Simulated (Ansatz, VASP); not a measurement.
# Two plane-wave programs on C

```
C
1.0
     2.46565    0.00000    0.00000
    -1.23283    2.13532    0.00000
     0.00000    0.00000   17.50007
C
4
Cartesian
  1.2328 0.7118 4.5000
  0.0000 1.4235 4.5000
  1.2328 0.7118 7.7101
  0.0000 1.4235 7.7100
```

Alike in both runs: task single point; functional PBE; dispersion D3(BJ); k mesh 15 × 15 × 1; occupations gaussian, width 0.1 eV; no spin polarisation.

```csv
,VASP,Ansatz
version,VASP 6.6.1,Ansatz 0.2.0
potentials or method,"VASP PAW PBE potentials, release 64 (C), cutoff 520 eV","scalar-relativistic, plane waves, PAW"
valence electrons in the cell,16,16
```

VASP gave:

- gap on the k mesh at the Fermi level (eV): 0.87
- least direct gap on the mesh (eV): 0.87
- rms of the force components (eV/Å): 0.064

**Question.** Estimate Ansatz's values.

**Answer.** gap on the k mesh at the Fermi level (eV): 0.87; least direct gap on the mesh (eV): 0.87; rms of the force components (eV/Å): 0.063.

Atom by atom the forces differ by 0.000 eV/Å (rms over components). Ansatz's warnings: structure snapped to symmetry.
